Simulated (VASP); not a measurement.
# Be in VASP: further runs, part 2 of 2

VASP 6.6.1. Earlier steps stand in the parts before.

### Step 3. Single point, PBE

This run uses another cell than the first one: it holds 6 atoms, not 3.

INCAR

```
PREC = Accurate
ENCUT = 520
EDIFF = 1E-6
ISMEAR = 0
SIGMA = 0.2
LREAL = F
LASPH = T
NELM = 100
ALGO = Fast
ISIF = 2
LWAVE = F
LCHARG = F
GGA = PE
NBANDS = 15
```

KPOINTS

```
Automatic mesh
0
Gamma
  6 6 4
```

POSCAR

```
Be
1.0
    2.0010137486     -2.0010137486     -2.0010137486
   -2.0010137486     -2.0010137486      2.0010137486
   -4.0020274973      0.0000000000     -4.0020274973
Be
6
Direct
    0.7500000000      0.2500000000      0.7500000000
    0.2500000000      0.7500000000      0.2500000000
    0.2500000000      0.7500000000      0.7500000000
    0.7500000000      0.2500000000      0.2500000000
    1.0000000000      1.0000000000      0.5000000000
    0.5000000000      0.5000000000      0.0000000000
```

Potentials or basis: VASP PAW PBE potentials, release 64 (Be).

On the command line:

```console
$ cat potpaw_PBE.64/Be/POTCAR > POTCAR
$ mpirun -np 1 vasp_std > vasp.out
```

OUTCAR:

```text
PREC = Accurate
   ENCUT = 520
   EDIFF = 1E-6
   ISMEAR = 0
   LREAL = F
   LASPH = T
   NELM = 100
   ISIF = 2
   GGA = PE

 ion  position               nearest neighbor table
   1  0.750  0.250  0.750-   3 2.00   3 2.00   6 2.00   5 2.00
   2  0.250  0.750  0.250-   4 2.00   4 2.00   6 2.00   5 2.00
   3  0.250  0.750  0.750-   1 2.00   1 2.00   6 2.00   5 2.00
   4  0.750  0.250  0.250-   2 2.00   2 2.00   6 2.00   5 2.00
   5  0.000  0.000  0.500-   1 2.00   2 2.00   3 2.00   4 2.00
   6  0.500  0.500  0.000-   1 2.00   2 2.00   3 2.00   4 2.00

  LATTYP: Found a base centered orthorhombic cell.
[... 654 lines left out ...]
  -------------------------------------------------------------------------------------
  Total        0.0300299      0.2569569      0.0300299      0.0000000      0.0000000      0.0153908
  in kB        0.7506267      6.4228928      0.7506267      0.0000000      0.0000000      0.3847087
  external PRESSURE =       2.6413821 kB  Pullay stress =       0.0000000 kB

 VOLUME and BASIS-vectors are now :
 -----------------------------------------------------------------------------
  energy-cutoff  :      520.00
  volume of cell :       64.10
      direct lattice vectors                 reciprocal lattice vectors
     2.001013749 -2.001013749 -2.001013749     0.124936673 -0.249873346 -0.124936673
    -2.001013749 -2.001013749  2.001013749    -0.124936673 -0.249873346  0.124936673
    -4.002027497  0.000000000 -4.002027497    -0.124936673  0.000000000 -0.124936673

 POSITION                                       TOTAL-FORCE (eV/Angst)
 -----------------------------------------------------------------------------------
     -2.00101     -2.00101     -4.00203         0.000000     -0.000000     -0.000000
     -2.00101     -2.00101     -0.00000         0.000000     -0.000000      0.000000
     -4.00203     -2.00101     -2.00101        -0.000000      0.000000      0.000000
     -0.00000     -2.00101     -2.00101         0.000000      0.000000      0.000000
     -2.00101      0.00000     -2.00101         0.000000     -0.000000      0.000000
      0.00000     -2.00101      0.00000         0.000000      0.000000     -0.000000
 -----------------------------------------------------------------------------------
    total drift:                               -0.000000     -0.000000     -0.000000

  FREE ENERGIE OF THE ION-ELECTRON SYSTEM (eV)
  ---------------------------------------------------
  free  energy   TOTEN  =       -17.1662595252 eV

  energy  without entropy=      -17.1450413832  energy(sigma->0) =      -17.15565045
```

OSZICAR:

```text
N       E                     dE             d eps       ncg     rms          rms(c)
DAV:   1     0.790354785719E+01    0.79035E+01   -0.45094E+03  1170   0.650E+02
DAV:   2    -0.167327106459E+02   -0.24636E+02   -0.22734E+02  1563   0.108E+02
DAV:   3    -0.176203606366E+02   -0.88765E+00   -0.87472E+00  1521   0.166E+01
DAV:   4    -0.176256878583E+02   -0.53272E-02   -0.53206E-02  1422   0.151E+00
DAV:   5    -0.176257221714E+02   -0.34313E-04   -0.34311E-04  1534   0.113E-01    0.315E+00
RMM:   6    -0.172963332841E+02    0.32939E+00   -0.95195E-02  1172   0.185E+00    0.186E+00
RMM:   7    -0.171653054839E+02    0.13103E+00   -0.16017E-01  1255   0.189E+00    0.140E-01
RMM:   8    -0.171661844248E+02   -0.87894E-03   -0.65849E-03  1298   0.616E-01    0.458E-02
RMM:   9    -0.171662511410E+02   -0.66716E-04   -0.46924E-04  1336   0.144E-01    0.101E-02
RMM:  10    -0.171662580884E+02   -0.69474E-05   -0.48712E-05  1338   0.614E-02    0.500E-03
RMM:  11    -0.171662593054E+02   -0.12170E-05   -0.95615E-06  1359   0.219E-02    0.107E-03
RMM:  12    -0.171662595252E+02   -0.21981E-06   -0.15354E-06  1097   0.896E-03
   1 F= -.17166260E+02 E0= -.17155650E+02  d E =-.212181E-01
```

stdout:

```text
POSCAR found type information on POSCAR Be
 POSCAR found :  1 types and       6 ions
 scaLAPACK will be used
 LDA part: xc-table for (Slater+PW92), standard interpolation
 POSCAR, INCAR and KPOINTS ok, starting setup
 FFT: planning ... GRIDC
 FFT: planning ... GRID_SOFT
 FFT: planning ... GRID
 WAVECAR not read
 entering main loop
```

Run time: 31 s. Hardware: 1 thread of AMD EPYC 7R43 (Zen 3), shared host; peak memory 0.14 GiB.

Results:

- Free energy: -17.1663 eV
- Pressure: 0.3 GPa
- Band gap on the k mesh: zero (band 6 reaches 5.47 eV, above the bottom of band 7 at 2.41 eV)

Levels at points of the mesh, in eV from the Fermi level:
| k point | band 3 | band 4 | band 5 | band 6 | band 7 | band 8 | band 9 | band 10 |
| --- | --- | --- | --- | --- | --- | --- | --- | --- |
| (0.00, 0.00, 0.00) | -5.51 | -0.59 | 1.28 | 1.29 | 1.29 | 2.59 | 2.80 | 2.84 |
| (0.50, 0.00, 0.00) | -3.19 | -3.19 | -2.77 | -2.77 | 1.03 | 1.03 | 3.37 | 3.37 |
| (0.50, 0.50, 0.00) | -3.52 | -3.52 | -3.52 | -0.59 | -0.30 | -0.29 | 2.50 | 2.59 |
| (0.00, 0.00, 0.50) | -1.40 | -1.40 | 0.18 | 0.18 | 1.87 | 1.87 | 3.54 | 3.54 |
| (0.50, 0.00, 0.50) | -5.51 | -5.51 | -0.59 | -0.59 | 2.59 | 2.59 | 2.79 | 2.79 |
| (0.50, 0.50, 0.50) | -4.75 | -4.75 | -2.52 | -2.52 | 0.73 | 0.73 | 2.66 | 2.66 |

### Step 4. Single point, PBE

This run uses another cell than the first one, of 10.68 Å³/atom, 1.007 times its volume.

INCAR

```
ALGO     = Normal         # electronic algorithm
EDIFF    = 1E-7           # SCF threshold, eV
ENCUT    = 520            # plane-wave cutoff, eV
GGA      = PE             # functional
ISIF     = 2              # what is computed and relaxed
ISMEAR   = 0              # smearing method
LASPH    = T              # aspherical terms in the spheres
LCHARG   = F              # write CHGCAR
LREAL    = F              # projectors in reciprocal space
LWAVE    = F              # write WAVECAR
NBANDS   = 10             # bands
NELM     = 60             # most SCF steps
PREC     = Accurate       # precision mode
SIGMA    = 0.1            # smearing width, eV
```

KPOINTS

```
k-points
0
Gamma
  16 16 16
```

POSCAR

```
Be
1.0
   -2.0010137486      2.0010137486      2.0010137486
    2.0010137486     -2.0010137486      2.0010137486
    2.0010137486      2.0010137486     -2.0010137486
Be
3
Direct
    0.5000000000      0.5000000000      0.0000000000
    0.0000000000      0.5000000000      0.5000000000
    0.5000000000      0.0000000000      0.5000000000
```

On the command line:

```console
$ cat potpaw_PBE.64/Be/POTCAR > POTCAR
$ mpirun -np 1 vasp_std > vasp.out
```

Wall time 39 s (1 thread of AMD EPYC 7R43 (Zen 3), shared host); peak memory 0.14 GiB.

The run converged. Its results:

- Free energy: -8.5530 eV
- Pressure: 0.1 GPa
- Band gap on the k mesh: zero (band 3 reaches 5.46 eV, above the bottom of band 4 at 1.46 eV)

Levels at points of the mesh, in eV from the Fermi level:
```csv
k point,band 1,band 2,band 3,band 4,band 5,band 6,band 7,band 8
"(0.00, 0.00, 0.00)",-9.10,1.34,1.34,1.34,5.97,5.97,5.97,9.22
"(0.50, 0.00, 0.00)",-5.55,-5.45,-0.53,2.65,2.85,2.90,6.52,11.75
"(0.50, 0.50, 0.50)",-3.47,-3.47,-3.47,-0.24,-0.24,2.56,9.90,9.90
```

### Step 5. Relaxation of cell and atoms, PBE

INCAR

```
  PREC = Accurate
  ENCUT = 600
  EDIFF = 1E-7
  ISMEAR = 0
  SIGMA = 0.1
  LREAL = F
  LASPH = T
  NELM = 100
  ALGO = Normal
  ISIF = 3
  LWAVE = F
  LCHARG = F
  GGA = PE
  IBRION = 2
  NSW = 100
  EDIFFG = -0.01
```

KPOINTS

```
regular mesh
0
Gamma
  16 16 16
```

POSCAR

```
Be
1.0
   -1.9962206966      1.9962206966      1.9962206966
    1.9962206966     -1.9962206966      1.9962206966
    1.9962206966      1.9962206966     -1.9962206966
Be
3
Direct
    0.5000000000      0.5000000000      0.0000000000
    0.0000000000      0.5000000000      0.5000000000
    0.5000000000      0.0000000000      0.5000000000
```

On the command line:

```console
$ cat potpaw_PBE.64/Be/POTCAR > POTCAR
$ mpirun -np 1 vasp_std > vasp.out
```

Run time: 55 s. Hardware: 1 thread of AMD EPYC 7R43 (Zen 3), shared host; peak memory 0.13 GiB.

Results (log left out):

- Free energy: -8.5530 eV
- Relaxed volume: 10.70 Å³/atom
- Relaxed cell: a = 3.468 Å, b = 3.468 Å, c = 3.468 Å, α = 109.47°, β = 109.47°, γ = 109.47°
- Space group after relaxing (to 0.05 Å): Im-3m (No. 229)
- Energy gained by relaxing: 0.2 meV/atom
- Ionic steps: 3
- Pressure after relaxing: 0.0 GPa
- Band gap on the k mesh: zero (band 3 reaches 5.45 eV, above the bottom of band 4 at 1.45 eV)

Step by step:
```tsv
step	energy change (eV)	largest force (eV/Å)	pressure (GPa)	volume (Å³)
1	0.0000	0.0000	0.55	31.82
2	-0.0004	0.0000	0.21	31.99
3	-0.0005	0.0000	-0.02	32.10
```

Final structure:
```
Be
1.0
    -2.00211    2.00211    2.00211
     2.00211   -2.00211    2.00211
     2.00211    2.00211   -2.00211
Be
3
Direct
  0.50000 0.50000 0.00000
  0.00000 0.50000 0.50000
  0.50000 0.00000 0.50000
```

Levels at points of the mesh, in eV from the Fermi level:
```
           k point  band 1  band 2  band 3  band 4  band 5  band 6  band 7
(0.00, 0.00, 0.00)   -9.09    1.34    1.34    1.34    5.96    5.96    5.96
(0.50, 0.00, 0.00)   -5.55   -5.44   -0.53    2.64    2.85    2.90    6.51
(0.50, 0.50, 0.50)   -3.46   -3.46   -3.46   -0.24   -0.24    2.56    9.88
```

### Step 6. The runs side by side

```tsv
task	cell	k mesh	cutoff (eV)	smearing	gap on the mesh (eV)	pressure (GPa)
single point	a = 3.458 Å, angles 109.5°, 3 atoms	6 × 6 × 6	520	gaussian 0.1 eV	none	0.2
single point	a = 3.466, b = 3.466, c = 5.660 Å, angles 90.0, 90.0, 109.5°, 6 atoms	6 × 6 × 4	520	gaussian 0.2 eV	none	0.3
single point	a = 3.466 Å, angles 109.5°, 3 atoms	16 × 16 × 16	520	gaussian 0.1 eV	none	0.1
relaxation of cell and atoms	relaxed from a = 3.458 Å, angles 109.5°, 3 atoms	16 × 16 × 16	600	gaussian 0.1 eV	none	0.0
```

Alike in all rows: level PBE; potentials or basis VASP PAW PBE potentials, release 64 (Be); no spin polarisation.

Caveats: some runs use coarse meshes.

Absolute energies hang on the potentials; compare differences alone.
